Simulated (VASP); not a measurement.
# YF3 (Waimirite-(Y)) (Pnma) in VASP: single point with LDA

Aim: the single point of YF3 (Waimirite-(Y)) with LDA.

Everything below comes from runs of VASP 6.6.1. Logs are shortened: lines on timing, memory, paths and dates and some standing lists are left out, and cuts for length are marked.

**1. The cell of the first run**

It takes space group Pnma (No. 62, orthorhombic). The conventional cell has a = 6.301 Å, b = 6.747 Å, c = 4.263 Å, α = 90.00°, β = 90.00°, γ = 90.00°. Within 3.0 Å of Y (site symmetry m) lie 9 F at 2.26 to 2.40 Å. Within 3.0 Å of F (site symmetry m) lie 3 Y at 2.27 to 2.40 Å and 10 F at 2.53 to 2.89 Å. F (site symmetry 1) has 3 Y at 2.26 Å and 9 F at 2.46 to 2.89 Å within 3.0 Å.

**2. Single point, LDA**

File INCAR:

```
SYSTEM = YF3
PREC = Accurate ; ENCUT = 520
EDIFF = 1E-7 ; ISMEAR = 0
SIGMA = 0.02 ; LREAL = Auto
LASPH = .True. ; NELM = 100
ALGO = Normal ; ISIF = 2
LWAVE = .False. ; LCHARG = .False.
NBANDS = 78
```

File KPOINTS:

```
regular mesh
0
Gamma
  4 4 6
  0 0 0
```

File POSCAR:

```
YF3
1.0
    6.3014410819      0.0000000000      0.0000000000
    0.0000000000      6.7469023903      0.0000000000
    0.0000000000      0.0000000000      4.2631509146
Y F
4 12
Direct
    0.3696607291      0.2500000000      0.0651265395
    0.1303392709      0.7500000000      0.5651265395
    0.8696607291      0.2500000000      0.4348734605
    0.6303392709      0.7500000000      0.9348734605
    0.5208232325      0.2500000000      0.5828503786
    0.9791767675      0.7500000000      0.0828503786
    0.0208232325      0.2500000000      0.9171496214
    0.4791767675      0.7500000000      0.4171496214
    0.1661111434      0.0631590066      0.3850071367
    0.3338888566      0.9368409934      0.8850071367
    0.6661111434      0.4368409934      0.1149928633
    0.8338888566      0.5631590066      0.6149928633
    0.8338888566      0.9368409934      0.6149928633
    0.6661111434      0.0631590066      0.1149928633
    0.3338888566      0.5631590066      0.8850071367
    0.1661111434      0.4368409934      0.3850071367
```

Potentials or basis: VASP PAW LDA potentials, release 64 (Y_sv, F).

Started as:

```sh
$ cat potpaw_LDA.64/Y_sv/POTCAR potpaw_LDA.64/F/POTCAR > POTCAR
$ mpirun -np 1 vasp_std > vasp.out
```

OUTCAR:

```text
SYSTEM = YF3
   PREC = Accurate
   ENCUT = 520
   EDIFF = 1E-7
   ISMEAR = 0
   LREAL = Auto
   LASPH = .True.
   NELM = 100
   ISIF = 2

 ion  position               nearest neighbor table
   1  0.370  0.250  0.065-   9 2.26  16 2.26  15 2.26  10 2.26  11 2.26  14 2.26   5 2.27   7 2.29
                             5 2.40   3 3.52   3 3.52   4 3.79   4 3.79   3 4.14   3 4.14   2 4.27
   2  0.130  0.750  0.565-  10 2.26  15 2.26   9 2.26  16 2.26  12 2.26  13 2.26   6 2.27   8 2.29
                             6 2.40   4 3.52   4 3.52   3 3.79   3 3.79   4 4.14   4 4.14   1 4.27
   3  0.870  0.250  0.435-  11 2.26  14 2.26  13 2.26  12 2.26   9 2.26  16 2.26   7 2.27   5 2.29
                             7 2.40   1 3.52   1 3.52   2 3.79   2 3.79   1 4.14   1 4.14   4 4.27
   4  0.630  0.750  0.935-  12 2.26  13 2.26  11 2.26  14 2.26  10 2.26  15 2.26   8 2.27   6 2.29
                             8 2.40   2 3.52   2 3.52   1 3.79   1 3.79   2 4.14   2 4.14   3 4.27
   5  0.521  0.250  0.583-   1 2.27   3 2.29   1 2.40
   6  0.979  0.750  0.083-   2 2.27   4 2.29   2 2.40
   7  0.021  0.250  0.917-   3 2.27   1 2.29   3 2.40
   8  0.479  0.750  0.417-   4 2.27   2 2.29   4 2.40
   9  0.166  0.063  0.385-   1 2.26   2 2.26   3 2.26
  10  0.334  0.937  0.885-   2 2.26   1 2.26   4 2.26
  11  0.666  0.437  0.115-   3 2.26   4 2.26   1 2.26
  12  0.834  0.563  0.615-   4 2.26   3 2.26   2 2.26
  13  0.834  0.937  0.615-   4 2.26   3 2.26   2 2.26
  14  0.666  0.063  0.115-   3 2.26   4 2.26   1 2.26
  15  0.334  0.563  0.885-   2 2.26   1 2.26   4 2.26
  16  0.166  0.437  0.385-   1 2.26   2 2.26   3 2.26

  LATTYP: Found a simple orthorhombic cell.
 ALAT       =     4.2631509146
 B/A-ratio  =     1.4781182295
 C/A-ratio  =     1.5826093248

  Lattice vectors:

 A1 = (   0.0000000000,   0.0000000000,   4.2631509146)
 A2 = (   6.3014410819,   0.0000000000,   0.0000000000)
 A3 = (   0.0000000000,   6.7469023903,   0.0000000000)

Analysis of symmetry for initial positions (statically):
=====================================================================
 Subroutine PRICEL returns:
 Original cell was already a primitive cell.

 Routine SETGRP: Setting up the symmetry group for a
 simple orthorhombic supercell.

 Subroutine GETGRP returns: Found  8 space group operations
 (whereof  2 operations were pure point group operations)
 out of a pool of  8 trial point group operations.

The static configuration has the point symmetry S_2 .
 The point group associated with its full space group is D_2h.

Analysis of symmetry for dynamics (positions and initial velocities):
=====================================================================
 Subroutine PRICEL returns:
 Original cell was already a primitive cell.

 Routine SETGRP: Setting up the symmetry group for a
 simple orthorhombic supercell.

 Subroutine GETGRP returns: Found  8 space group operations
 (whereof  2 operations were pure point group operations)
 out of a pool of  8 trial point group operations.

The dynamic configuration has the point symmetry S_2 .
 The point group associated with its full space group is D_2h.

 Subroutine INISYM returns: Found  8 space group operations
 (whereof  2 operations are pure point group operations),
 and found     1 'primitive' translations

----------------------------------------------------------------------------------------

                                     Primitive cell

  volume of cell :     181.2487

  direct lattice vectors                    reciprocal lattice vectors
     6.301441082  0.000000000  0.000000000     0.158693859  0.000000000  0.000000000
     0.000000000  6.746902390  0.000000000     0.000000000  0.148216165  0.000000000
     0.000000000  0.000000000  4.263150915     0.000000000  0.000000000  0.234568285

  length of vectors
     6.301441082  6.746902390  4.263150915     0.158693859  0.148216165  0.234568285

  position of ions in fractional coordinates (direct lattice)
     0.369660729  0.250000000  0.065126539
     0.130339271  0.750000000  0.565126539
     0.869660729  0.250000000  0.434873461
     0.630339271  0.750000000  0.934873461
     0.520823232  0.250000000  0.582850379
     0.979176768  0.750000000  0.082850379
[... 8 lines left out ...]
     0.333888857  0.563159007  0.885007137
     0.166111143  0.436840993  0.385007137

  ion indices of the primitive-cell ions
   primitive index   ion index
                 1           1
                 2           2
                 3           3
                 4           4
                 5           5
                 6           6
[... 8 lines left out ...]
                15          15
                16          16

----------------------------------------------------------------------------------------

 KPOINTS: regular mesh

Automatic generation of k-mesh.
 Grid dimensions read from file:
 generate k-points for:    4    4    6

 Generating k-lattice:

  Cartesian coordinates                     Fractional coordinates (reciprocal lattice)
     0.039673465  0.000000000  0.000000000     0.250000000  0.000000000  0.000000000
     0.000000000  0.037054041  0.000000000     0.000000000  0.250000000  0.000000000
     0.000000000  0.000000000  0.039094714     0.000000000  0.000000000  0.166666667

  Length of vectors
     0.039673465  0.037054041  0.039094714

  Shift w.r.t. Gamma in fractional coordinates (k-lattice)
     0.000000000  0.000000000  0.000000000

 Subroutine IBZKPT returns following result:
 ===========================================

 Found     36 irreducible k-points:

 Following reciprocal coordinates:
            Coordinates               Weight
  0.000000  0.000000  0.000000      1.000000
  0.250000  0.000000  0.000000      2.000000
  0.500000  0.000000  0.000000      1.000000
  0.000000  0.250000  0.000000      2.000000
  0.250000  0.250000  0.000000      4.000000
  0.500000  0.250000  0.000000      2.000000
[... 16 lines left out ...]
  0.250000  0.250000  0.333333      8.000000
  0.500000  0.250000  0.333333      4.000000
 [... further k-points ...]
   k-points           NKPTS =     36   k-points in BZ     NKDIM =     36   number of bands    NBANDS=     78
   number of dos      NEDOS =    301   number of ions     NIONS =     16
   total plane-waves  NPLWV =  76800
   dimension x,y,z NGX =    48 NGY =   50 NGZ =   32
   dimension x,y,z NGXF=    96 NGYF=  100 NGZF=   64
   ions per type =               4  12
   NGX,Y,Z   is equivalent  to a cutoff of  12.66, 12.32, 12.48 a.u.
   NGXF,Y,Z  is equivalent  to a cutoff of  25.33, 24.64, 24.96 a.u.
 SYSTEM =  YF3
   PREC   = accura    normal or accurate (medium, high low for compatibility)
   ISTART =      0    job   : 0-new  1-cont  2-samecut
   ICHARG =      2    charge: 1-file 2-atom 10-const
   ISPIN  =      1    spin polarized calculation?
   LNONCOLLINEAR =      F non collinear calculations
   LSORBIT =      F    spin-orbit coupling
   LASPH  =      T    aspherical Exc in radial PAW
   ENCUT  =  520.0 eV  38.22 Ry    6.18 a.u.  11.72 12.54  7.93*2*pi/ulx,y,z
   NELM   =    100;   NELMIN=  2; NELMDL= -5     # of ELM steps
   EDIFF  = 0.1E-06   stopping-criterion for ELM
   LREAL  =      T    real-space projection
   EDIFFG = 0.1E-05   stopping-criterion for IOM
   NSW    =      0    number of steps for IOM
   IBRION =     -1    ionic relax: 0-MD 1-quasi-New 2-CG
   NFREE  =      0    steps in history (QN), initial steepest desc. (CG)
   ISIF   =      2    stress and relaxation
   ISYM   =      2    0-nonsym 1-usesym 2-fastsym
   POTIM  = 0.5000    time-step for ionic-motion
   TEBEG  =    0.0;   TEEND  =   0.0 temperature during run
   PSTRESS=    0.0 pullay stress
   NELECT =     128.0000    total number of electrons
   NUPDOWN=      -1.0000    fix difference up-down
   EMIN   =  10.00;   EMAX   =-10.00  energy-range for DOS
   EFERMI =   0.00;   METHOD = LEGACY
   ISMEAR =     0;   SIGMA  =   0.02  broadening in eV -4-tet -1-fermi 0-gaus
   EFERMI_NEDOS =   21; number of points for ismear=-14 and -15
   IALGO  =     38    algorithm
   IMIX   =      4    mixing-type and parameters
     AMIX     =   0.40;   BMIX     =  1.00
     AMIX_MAG =   1.60;   BMIX_MAG =  1.00
  volume/ion in A,a.u.               =      11.33        76.45
  Fermi-wavevector in a.u.,A,eV,Ry     =   1.457873  2.754981 28.917753  2.125395
  Thomas-Fermi vector in A             =   2.574624
   LORBIT       =      0    0 simple, 1 ext, 2 COOP (PROOUT), +10 PAW based schemes
   GGA     = CA    functional components
   LHFCALC =     F    Hartree Fock is set to
   AEXX    =    0.0000 exact exchange contribution
   IVDW    =     0    specifies the selected vdW correction
   LEPSILON=     F    determine dielectric tensor
   LRPA    =     F    only Hartree local field effects (RPA)
 non-spin polarized calculation
 Gauss-broadening in eV      SIGMA  =   0.02
  energy-cutoff  :      520.00
  volume of cell :      181.25
 maximum number of plane-waves:      4916
 NGX is ok and might be reduce to    48
   NGX = 23   NGY = 25   NGZ = 15

 number of electron     127.9999988 magnetization

 Free energy of the ion-electron system (eV)
  ---------------------------------------------------
  ext. energy  EPLUGINS =         0.00000000
  ---------------------------------------------------
  free energy    TOTEN  =      -123.76629091 eV

  energy without entropy =     -123.76629091  energy(sigma->0) =     -123.76629091

 E-fermi :  -0.1914     XC(G=0): -11.5548

 val. band max:       -0.3261595882   @ k =   0.0000   0.0000   0.5000
 cond. band min:       7.7242173890   @ k =   0.0000   0.0000   0.5000
 fundamental gap:      8.0503769772
 Fermi energy:        -0.1913546998

 k-point     1 :       0.0000    0.0000    0.0000
  band No.  band energies     occupation
      1     -38.4543      2.00000
      2     -38.4141      2.00000
      3     -38.3813      2.00000
      4     -38.3712      2.00000
      5     -21.7825      2.00000
      6     -21.6037      2.00000
[... 68 lines left out ...]
     75       9.1217      0.00000
     76       9.2466      0.00000
[... 1815 lines left out ...]
     75       9.3383      0.00000
     76       9.3384      0.00000

 [... further k-points ...]

 [bands above 76 left out]

------------------------ aborting loop because EDIFF is reached ----------------------------------------

  FORCE on cell =-STRESS in cart. coord.  units (eV):
  Direction    XX          YY          ZZ          XY          YZ          ZX
  --------------------------------------------------------------------------------------
  -------------------------------------------------------------------------------------
  Total        0.2373913      0.1020718     -0.0116834      0.0000000      0.0000000      0.0000000
  in kB        2.0984580      0.9022796     -0.1032770      0.0000000      0.0000000      0.0000000
  external PRESSURE =       0.9658202 kB  Pullay stress =       0.0000000 kB

 VOLUME and BASIS-vectors are now :
 -----------------------------------------------------------------------------
  energy-cutoff  :      520.00
  volume of cell :      181.25
      direct lattice vectors                 reciprocal lattice vectors
     6.301441082  0.000000000  0.000000000     0.158693859  0.000000000  0.000000000
     0.000000000  6.746902390  0.000000000     0.000000000  0.148216165  0.000000000
     0.000000000  0.000000000  4.263150915     0.000000000  0.000000000  0.234568285

 POSITION                                       TOTAL-FORCE (eV/Angst)
 -----------------------------------------------------------------------------------
      2.32940      1.68673      0.27764        -0.006542      0.000000     -0.004958
      0.82133      5.06018      2.40922         0.006542      0.000000     -0.004958
      5.48012      1.68673      1.85393        -0.006542      0.000000      0.004958
      3.97205      5.06018      3.98551         0.006542      0.000000      0.004958
      3.28194      1.68673      2.48478        -0.007375      0.000000      0.003301
      6.17022      5.06018      0.35320         0.007375      0.000000      0.003301
[... 8 lines left out ...]
      2.10398      3.79958      3.77292        -0.006628     -0.007795      0.004167
      1.04674      2.94732      1.64134         0.006628      0.007795      0.004167
 -----------------------------------------------------------------------------------
    total drift:                                0.000000     -0.000000     -0.000000

  FREE ENERGIE OF THE ION-ELECTRON SYSTEM (eV)
  ---------------------------------------------------
  free  energy   TOTEN  =      -123.7662909142 eV

  energy  without entropy=     -123.7662909142  energy(sigma->0) =     -123.76629091
```

Wall time 19 min (1 thread of Intel Xeon Platinum 8259CL at 2.50GHz (Skylake/Cascade Lake), shared host); peak memory 0.43 GiB.

Results:

- Free energy: -123.7663 eV
- Pressure: 0.1 GPa
- Largest force: 0.011 eV/Å
- Band gap on the k mesh: 8.05 eV, direct

Forces on the atoms (eV/Å):
```
Y   -0.007  0.000 -0.005
Y    0.007  0.000 -0.005
Y   -0.007  0.000  0.005
Y    0.007  0.000  0.005
F   -0.007  0.000  0.003
F    0.007  0.000  0.003
F   -0.007  0.000 -0.003
F    0.007  0.000 -0.003
F    0.007 -0.008  0.004
F   -0.007  0.008  0.004
F    0.007  0.008 -0.004
F   -0.007 -0.008 -0.004
F   -0.007  0.008 -0.004
F    0.007 -0.008 -0.004
F   -0.007 -0.008  0.004
F    0.007  0.008  0.004
```

Stress tensor (GPa, compression positive):
```
 0.21  0.00  0.00
 0.00  0.09  0.00
 0.00  0.00 -0.01
```

Levels at points of the mesh, in eV from the valence-band top:
| k point | band 61 | band 62 | band 63 | band 64 | band 65 | band 66 | band 67 | band 68 |
| --- | --- | --- | --- | --- | --- | --- | --- | --- |
| (0.00, 0.00, 0.00) | -0.19 | -0.12 | -0.06 | -0.02 | 8.08 | 8.36 | 8.51 | 8.69 |
| (0.50, 0.00, 0.00) | -0.13 | -0.13 | -0.11 | -0.11 | 8.37 | 8.37 | 8.64 | 8.64 |
| (0.00, 0.50, 0.00) | -0.19 | -0.19 | -0.15 | -0.15 | 8.32 | 8.32 | 8.50 | 8.50 |
| (0.50, 0.50, 0.00) | -0.14 | -0.14 | -0.14 | -0.14 | 8.57 | 8.57 | 8.57 | 8.57 |
| (0.00, 0.00, 0.50) | -0.37 | -0.37 | 0.00 | 0.00 | 8.05 | 8.05 | 8.55 | 8.55 |
| (0.50, 0.00, 0.50) | -0.47 | -0.47 | -0.04 | -0.04 | 8.11 | 8.11 | 8.63 | 8.63 |
| (0.00, 0.50, 0.50) | -0.41 | -0.41 | -0.09 | -0.09 | 8.26 | 8.26 | 8.39 | 8.39 |
| (0.50, 0.50, 0.50) | -0.22 | -0.22 | -0.22 | -0.22 | 8.44 | 8.44 | 8.44 | 8.44 |

A k mesh can miss the band edges. Expect the measured gap to be larger: semilocal functionals such as LDA lack the derivative discontinuity.
